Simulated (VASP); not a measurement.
Sn: single point with LDA

The system is Sn.

```
CELL_PARAMETERS angstrom
-2.85633 2.85633 1.55818
2.85633 -2.85633 1.55818
2.85633 2.85633 -1.55818
ATOMIC_POSITIONS crystal
Sn 0.00000 0.00000 0.00000
Sn 0.75000 0.25000 0.50000
```

```
Program                : VASP 6.6.1
Task                   : single point
Functional             : LDA
Potentials or basis    : VASP PAW LDA potentials, release 64 (Sn_d)
Cutoff                 : 520 eV
k mesh                 : 15 × 15 × 15
Occupations            : fermi-dirac, width 0.05 eV
Spin                   : no spin polarisation
Dipole correction      : no
Further INCAR settings : ALGO = Normal; EDIFF = 1e-06; NBANDS = 21
```

```
Pressure               : 1.9 GPa
Band gap on the k mesh : zero (bands 14 and 15 overlap by 4.60 eV)
```

Stress tensor (GPa, compression positive):
```
2.27 0.00 0.00
0.00 2.27 0.00
0.00 0.00 1.18
```

Levels at points of the mesh, in eV from the Fermi level:
```
           k point  band 12  band 13  band 14  band 15  band 16  band 17
(0.00, 0.00, 0.00)    -3.52    -2.15    -2.15     2.98     6.50     6.50
```

Wall time 62 s on 1 thread of Intel(R) Xeon(R) 6975P-C (Granite Rapids) (shared host), peak memory 0.33 GiB.

Caveat: spin-orbit coupling is left out, which moves the levels of the heavy elements.
